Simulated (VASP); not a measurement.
Runs of VASP 6.6.1 on MgO. The structure is that of space group P6_3/mmc (No. 194), or close to it. The cells are those of the table. The cell was generated, and may not be a known phase.

```csv
task,level,cell,k mesh,cutoff (eV),smearing,gap on the mesh (eV),pressure (GPa)
single point,PBE,"a = 2.982, b = 2.982, c = 10.078 Å, angles 90.0, 90.0, 120.0°, 8 atoms",6 × 6 × 2,520,gaussian 0.1 eV,4.15,-0.7
single point,PBE,"a = 2.982, b = 2.982, c = 10.078 Å, angles 90.0, 90.0, 120.0°, 8 atoms",12 × 12 × 4,520,gaussian 0.02 eV,4.15,-0.7
relaxation of cell and atoms,PBE,"relaxed from a = 2.982, b = 2.982, c = 10.078 Å, angles 90.0, 90.0, 120.0°, 8 atoms",12 × 12 × 4,600,gaussian 0.02 eV,(a),0.0
single point,r2SCAN,"a = 2.982, b = 2.982, c = 10.078 Å, angles 90.0, 90.0, 120.0°, 8 atoms",12 × 12 × 4,520,gaussian 0.02 eV,5.00,-6.5
```

Alike in all rows: potentials or basis VASP PAW PBE potentials, release 64 (Mg, O); no spin polarisation.

Question: Fill in the values left out.

Answer: (a) 4.21.

Caveats: the cell stands under tension (at least some runs); the PAW data sets were made with another functional, which shifts forces and pressure a little (at least some runs).

A k mesh can miss the band edges.
